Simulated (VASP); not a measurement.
# CuO (P1) in VASP: notebook

CuO is run at these levels: PBEsol+U, PBE; tasks: relaxation of cell and atoms, single point.

Everything below comes from runs of VASP 6.6.1. Logs are shortened: lines on timing, memory, paths and dates and some standing lists are left out, and cuts for length are marked.

## (1) The cell of the first run

The typed cell holds 2 atoms: a = 2.993 Å, b = 2.993 Å, c = 2.993 Å, α = 60.00°, β = 60.00°, γ = 60.00°.

## (2) Relaxation of cell and atoms, PBEsol+U

The input, INCAR:

```
PREC = Accurate
ENCUT = 600
EDIFF = 1E-6
ISMEAR = -1
SIGMA = 0.05
LREAL = False
LASPH = True
NELM = 150
ALGO = Normal
ISIF = 3
LWAVE = False
LCHARG = False
LMAXMIX = 4
LDAU = True
LDAUTYPE = 2
LDAUL = 2 -1
LDAUU = 5.3 0
LDAUJ = 0 0
LDAUPRINT = 1
GGA = PS
IBRION = 2
NSW = 60
EDIFFG = -0.01
```

The input, KPOINTS:

```
regular mesh
0
Gamma
  11 11 11
```

The input, POSCAR:

```
CuO
1.0
    0.0000000000      2.1165600000      2.1165600000
    2.1165600000      0.0000000000      2.1165600000
    2.1165600000      2.1165600000      0.0000000000
Cu O
1 1
Direct
    0.0294977200      0.0281008700      0.9080259900
    0.4705022800      0.4718991300      0.5919740100
```

Potentials or basis: VASP PAW PBE potentials, release 64 (Cu, O).

On the command line:

```
> cat potpaw_PBE.64/Cu/POTCAR potpaw_PBE.64/O/POTCAR > POTCAR
> mpirun -np 1 vasp_std > vasp.out
```

OUTCAR:

```text
PREC = Accurate
   ENCUT = 600
   EDIFF = 1E-6
   ISMEAR = -1
   LREAL = False
   LASPH = True
   NELM = 150
   ISIF = 3
   GGA = PS
   IBRION = 2
   NSW = 60
   EDIFFG = -0.01

 ion  position               nearest neighbor table
   1  0.029  0.028  0.908-   2 1.88   2 1.89   2 1.91
   2  0.471  0.472  0.592-   1 1.88   1 1.89   1 1.91

  LATTYP: Found a face centered cubic cell.
 ALAT       =     4.2331200000

  Lattice vectors:

 A1 = (   0.0000000000,   2.1165600000,   2.1165600000)
 A2 = (   2.1165600000,   0.0000000000,   2.1165600000)
 A3 = (   2.1165600000,   2.1165600000,   0.0000000000)

Analysis of symmetry for initial positions (statically):
=====================================================================
 Subroutine PRICEL returns:
 Original cell was already a primitive cell.

 Routine SETGRP: Setting up the symmetry group for a
 face centered cubic supercell.

 Subroutine GETGRP returns: Found  1 space group operations
 (whereof  1 operations were pure point group operations)
 out of a pool of 48 trial point group operations.

The static configuration has the point symmetry C_1 .

Analysis of symmetry for dynamics (positions and initial velocities):
=====================================================================
 Subroutine PRICEL returns:
 Original cell was already a primitive cell.

 Routine SETGRP: Setting up the symmetry group for a
 face centered cubic supercell.

 Subroutine GETGRP returns: Found  1 space group operations
 (whereof  1 operations were pure point group operations)
 out of a pool of 48 trial point group operations.

The dynamic configuration has the point symmetry C_1 .

 Subroutine INISYM returns: Found  1 space group operations
 (whereof  1 operations are pure point group operations),
 and found     1 'primitive' translations

----------------------------------------------------------------------------------------

                                     Primitive cell

  volume of cell :      18.9636

  direct lattice vectors                    reciprocal lattice vectors
[... 315 lines left out ...]
  free  energy   TOTEN  =        -8.7650067192 eV

  energy  without entropy=       -8.7570151025  energy(sigma->0) =       -8.76101091

atom =   1  type =  1  l = 2

 onsite density matrix

spin component  1

  0.9714  0.0000 -0.0002 -0.0000 -0.0001
  0.0000  0.9793 -0.0002 -0.0000 -0.0001
 -0.0002 -0.0002  0.8244 -0.0002 -0.0815
 -0.0000 -0.0000 -0.0002  0.9715 -0.0001
 -0.0001 -0.0001 -0.0815 -0.0001  0.9196

spin component  2

  0.9714  0.0000 -0.0002 -0.0000 -0.0001
  0.0000  0.9793 -0.0002 -0.0000 -0.0001
 -0.0002 -0.0002  0.8244 -0.0002 -0.0815
 -0.0000 -0.0000 -0.0002  0.9715 -0.0001
 -0.0001 -0.0001 -0.0815 -0.0001  0.9196

 occupancies and eigenvectors

  o =  0.7776  v =  0.0013  0.0010  0.8672  0.0010  0.4979  0.0000  0.0000  0.0000  0.0000  0.0000      0.0000  0.0000  0.0000  0.0000  0.0000  0.0000  0.0000  0.0000  0.0000  0.0000
  o =  0.7776  v =  0.0000  0.0000  0.0000  0.0000  0.0000  0.0013  0.0010  0.8672  0.0010  0.4979      0.0000  0.0000  0.0000  0.0000  0.0000  0.0000  0.0000  0.0000  0.0000  0.0000
  o =  0.9664  v =  0.0025 -0.0003  0.4979  0.0007 -0.8672  0.0000  0.0000  0.0000  0.0000  0.0000      0.0000  0.0000  0.0000  0.0000  0.0000  0.0000  0.0000  0.0000  0.0000  0.0000
  o =  0.9664  v =  0.0000  0.0000  0.0000  0.0000  0.0000  0.0025 -0.0003  0.4979  0.0007 -0.8672      0.0000  0.0000  0.0000  0.0000  0.0000  0.0000  0.0000  0.0000  0.0000  0.0000
  o =  0.9714  v =  1.0000 -0.0010 -0.0024  0.0072  0.0015  0.0000  0.0000  0.0000  0.0000  0.0000      0.0000  0.0000  0.0000  0.0000  0.0000  0.0000  0.0000  0.0000  0.0000  0.0000
  o =  0.9714  v =  0.0000  0.0000  0.0000  0.0000  0.0000  1.0000 -0.0010 -0.0024  0.0072  0.0015      0.0000  0.0000  0.0000  0.0000  0.0000  0.0000  0.0000  0.0000  0.0000  0.0000
  o =  0.9715  v =  0.0000  0.0000  0.0000  0.0000  0.0000 -0.0072  0.0017 -0.0012  1.0000  0.0001      0.0000  0.0000  0.0000  0.0000  0.0000  0.0000  0.0000  0.0000  0.0000  0.0000
  o =  0.9715  v = -0.0072  0.0017 -0.0012  1.0000  0.0001  0.0000  0.0000  0.0000  0.0000  0.0000      0.0000  0.0000  0.0000  0.0000  0.0000  0.0000  0.0000  0.0000  0.0000  0.0000
  o =  0.9793  v =  0.0000  0.0000  0.0000  0.0000  0.0000  0.0010  1.0000 -0.0007 -0.0016 -0.0008      0.0000  0.0000  0.0000  0.0000  0.0000  0.0000  0.0000  0.0000  0.0000  0.0000
  o =  0.9793  v =  0.0010  1.0000 -0.0007 -0.0016 -0.0008  0.0000  0.0000  0.0000  0.0000  0.0000      0.0000  0.0000  0.0000  0.0000  0.0000  0.0000  0.0000  0.0000  0.0000  0.0000

--------------------------------------- Ionic step       57  -------------------------------------------

 number of electron      16.9999992 magnetization

 Free energy of the ion-electron system (eV)
  ---------------------------------------------------
  ext. energy  EPLUGINS =         0.00000000
  ---------------------------------------------------
  free energy    TOTEN  =        -8.76507602 eV

  energy without entropy =       -8.75704675  energy(sigma->0) =       -8.76106139

 E-fermi :   5.2399     XC(G=0): -12.5367

 val. band max:        5.2114898855   @ k =  -0.3636   0.3636  -0.3636
 cond. band min:       5.2533518481   @ k =   0.2727   0.1818  -0.4545
 fundamental gap:      0.0418619626
 Fermi energy:         5.2398702422

 k-point     1 :       0.0000    0.0000    0.0000
  band No.  band energies     occupation
      1     -14.0159      2.00000
      2       0.8366      2.00000
      3       1.8101      2.00000
      4       2.0734      2.00000
      5       2.0772      2.00000
      6       2.6976      2.00000
      7       3.0156      2.00000
      8       3.0210      2.00000
      9       3.5927      2.00000
     10       8.0294      0.00000
     11      22.9707      0.00000
     12      23.3032      0.00000
[... 331 lines left out ...]
 k-point    24 :       0.0909    0.0000    0.0909
  band No.  band energies     occupation
      1     -13.8575      2.00000
      2       0.6904      2.00000
      3       1.1355      2.00000
      4       1.8276      2.00000
      5       1.9403      2.00000
      6       2.0103      2.00000
      7       3.1487      2.00000
      8       3.8822      2.00000
      9       3.9229      2.00000
     10       8.9048      0.00000
     11      21.3878      0.00000
     12      22.0797      0.00000

 [... further k-points ...]

------------------------ aborting loop because EDIFF is reached ----------------------------------------

  FORCE on cell =-STRESS in cart. coord.  units (eV):
  Direction    XX          YY          ZZ          XY          YZ          ZX
  --------------------------------------------------------------------------------------
  -------------------------------------------------------------------------------------
  Total        0.0187539      0.0032104      0.0143590     -0.0048748      0.0013860      0.0010850
  in kB        1.5859207      0.2714882      1.2142685     -0.4122377      0.1172036      0.0917564
  external PRESSURE =       1.0238924 kB  Pullay stress =       0.0000000 kB
[... 17 lines left out ...]
  FREE ENERGIE OF THE ION-ELECTRON SYSTEM (eV)
  ---------------------------------------------------
  free  energy   TOTEN  =        -8.7650760220 eV

  energy  without entropy=       -8.7570467489  energy(sigma->0) =       -8.76106139

 reached required accuracy - stopping structural energy minimisation
```

Run time: 43 min. Hardware: 1 thread of Intel Xeon Platinum 8488C (Sapphire Rapids), shared host; peak memory 0.47 GiB.

Results:

```yaml
Free_energy: -8.7651 eV
Relaxed_volume: 9.47 Å³/atom
Relaxed_cell: a = 2.749 Å, b = 3.171 Å, c = 3.175 Å, α = 51.36°, β = 64.27°, γ = 64.28°
Space_group_after_relaxing_to_0.05_Å: I4/mmm (No. 139)
Energy_gained_by_relaxing: 227.6 meV/atom
Ionic_steps: 57
Pressure_after_relaxing: 0.1 GPa
Largest_force_after_relaxing: 0.004 eV/Å
```

Forces on the atoms (eV/Å):
```
Cu   0.003 -0.002  0.002
O   -0.003  0.002 -0.002
```

Step by step:
| step | energy change (eV) | largest force (eV/Å) | pressure (GPa) | volume (Å³) |
| --- | --- | --- | --- | --- |
| 1 | 0.0000 | 0.7794 | 3.49 | 18.96 |
| 3 | -0.0958 | 0.7185 | -16.39 | 20.42 |
| 5 | -0.1214 | 0.7787 | -14.77 | 20.15 |
| 7 | -0.2474 | 0.1715 | -16.93 | 19.74 |
| 9 | -0.3748 | 0.2067 | -1.97 | 17.87 |
| 11 | -0.3817 | 0.1959 | 0.03 | 17.69 |
| 13 | -0.4061 | 0.1680 | 0.77 | 17.64 |
| 15 | -0.4086 | 0.0954 | -0.34 | 17.73 |
| 17 | -0.4104 | 0.0230 | 0.28 | 17.67 |
| 19 | -0.4106 | 0.0114 | 0.05 | 17.69 |
| 21 | -0.4108 | 0.0333 | -0.03 | 17.69 |
| 23 | -0.4111 | 0.0094 | 0.09 | 17.68 |
| 25 | -0.4111 | 0.0103 | 0.15 | 17.68 |
| 27 | -0.4112 | 0.0082 | -0.33 | 17.72 |
| 29 | -0.4113 | 0.0189 | -0.15 | 17.72 |
| 31 | -0.4115 | 0.0805 | 0.78 | 17.70 |
| 33 | -0.4116 | 0.0613 | 0.44 | 17.71 |
| 35 | -0.4120 | 0.0672 | 0.60 | 17.73 |
| 37 | -0.4147 | 0.0904 | 1.79 | 17.78 |
| 39 | -0.3800 | 0.2295 | 14.82 | 17.82 |
| 41 | -0.4227 | 0.1451 | 6.65 | 17.84 |
| 43 | -0.4361 | 0.0778 | 1.43 | 18.25 |
| 45 | -0.4417 | 0.0264 | -0.54 | 18.48 |
| 47 | -0.4389 | 0.4195 | 4.00 | 18.63 |
| 49 | -0.4531 | 0.0284 | 0.16 | 18.73 |
| 51 | -0.4547 | 0.0403 | 0.28 | 18.86 |
| 53 | -0.4551 | 0.0168 | -0.31 | 18.99 |
| 55 | -0.4552 | 0.0034 | -0.19 | 18.96 |
| 57 | -0.4552 | 0.0036 | 0.10 | 18.95 |

Final structure:
```
CELL_PARAMETERS angstrom
-0.00100 1.94592 1.94245
2.50780 0.00863 1.94017
2.50284 1.95288 -0.00450
ATOMIC_POSITIONS crystal
Cu 0.00051 0.99945 0.99953
O 0.49949 0.50055 0.50047
```

Levels at points of the mesh, in eV from the Fermi level:
```
           k point  band 5  band 6  band 7  band 8  band 9  band 10  band 11  band 12
(0.00, 0.00, 0.00)   -3.16   -2.54   -2.22   -2.22   -1.65     2.79    17.73    18.06
```

Eigenvalues of the final occupation matrices:
```
    site  spin  trace               eigenvalues
site 1 d     1   4.67  0.78 0.97 0.97 0.97 0.98
site 1 d     2   4.67  0.78 0.97 0.97 0.97 0.98
```

Caveat: the electronic state changed during the relaxation; the PAW data sets were made with another functional, which shifts forces and pressure a little; an odd number of electrons without spin polarisation forces a metal; a magnetic or distorted state may lie lower; U without spin polarisation on a metal has little footing.

## (3) Single point, PBE

The input, INCAR:

```
PREC     = Accurate       # precision mode
ENCUT    = 700            # plane-wave cutoff, eV
EDIFF    = 1E-6           # SCF threshold, eV
ISMEAR   = -1             # smearing method
SIGMA    = 0.05           # smearing width, eV
LREAL    = False          # projectors in reciprocal space
LASPH    = True           # aspherical terms in the spheres
NELM     = 120            # most SCF steps
ALGO     = Normal         # electronic algorithm
ISIF     = 2              # what is computed and relaxed
LWAVE    = False          # write WAVECAR
LCHARG   = True           # write CHGCAR
GGA      = PE             # functional
LELF     = True           # ELF
LVHAR    = True         
NBANDS   = 20             # bands
GGA_COMPAT= False
```

The input, KPOINTS:

```
Automatic mesh
0
Gamma
  6 6 6
```

POSCAR is that of step 2.

Potentials or basis: VASP PAW PBE potentials, release 64 (Cu_sv_GW, O).

On the command line:

```
> cat potpaw_PBE.64/Cu_sv_GW/POTCAR potpaw_PBE.64/O/POTCAR > POTCAR
> mpirun -np 1 vasp_std > vasp.out
```

Wall time 43 s (1 thread of Intel Xeon 6975P-C (Granite Rapids), shared host); peak memory 0.22 GiB.

The run converged. Its results:

* Free energy: -9.1822 eV
* Pressure: 15.6 GPa
* Largest force: 0.911 eV/Å

Forces in eV/Å, atoms in the order of the input:
```
Cu   0.610  0.555 -0.386
O   -0.610 -0.555  0.386
```

Stress tensor (GPa, compression positive):
```
17.03 -4.31  3.62
-4.31 16.23  3.43
 3.62  3.43 13.68
```

Levels at points of the mesh, in eV from the Fermi level:
| k point | band 10 | band 11 | band 12 | band 13 | band 14 | band 15 | band 16 | band 17 |
| --- | --- | --- | --- | --- | --- | --- | --- | --- |
| (0.00, 0.00, 0.00) | -2.49 | -0.56 | -0.25 | -0.22 | 1.42 | 16.87 | 18.07 | 18.19 |
| (0.50, 0.00, 0.00) | -2.11 | -1.56 | -0.38 | 0.41 | 6.44 | 9.16 | 14.67 | 15.17 |
| (0.00, 0.50, 0.00) | -2.12 | -1.55 | -0.38 | 0.39 | 6.45 | 9.16 | 14.67 | 15.19 |
| (0.00, 0.00, 0.50) | -1.94 | -1.31 | 1.03 | 1.05 | 6.08 | 9.00 | 13.82 | 13.87 |
| (0.50, 0.50, 0.50) | -2.10 | -1.56 | -0.34 | 0.46 | 6.44 | 9.16 | 14.67 | 15.09 |
| (0.50, 0.50, 0.00) | -1.83 | -1.74 | -1.31 | -1.21 | 5.27 | 10.98 | 11.17 | 16.46 |
| (0.00, 0.50, 0.50) | -1.84 | -1.76 | -1.35 | -1.27 | 5.25 | 11.07 | 11.23 | 16.45 |
| (0.50, 0.00, 0.50) | -1.83 | -1.76 | -1.34 | -1.26 | 5.25 | 11.05 | 11.21 | 16.45 |

Caveat: the k points lie up to 0.43 Å⁻¹ apart; an odd number of electrons without spin polarisation forces a metal; a magnetic or distorted state may lie lower; semilocal functionals often make such compounds metallic where correlation or magnetic order opens a gap, which also shifts bond lengths.
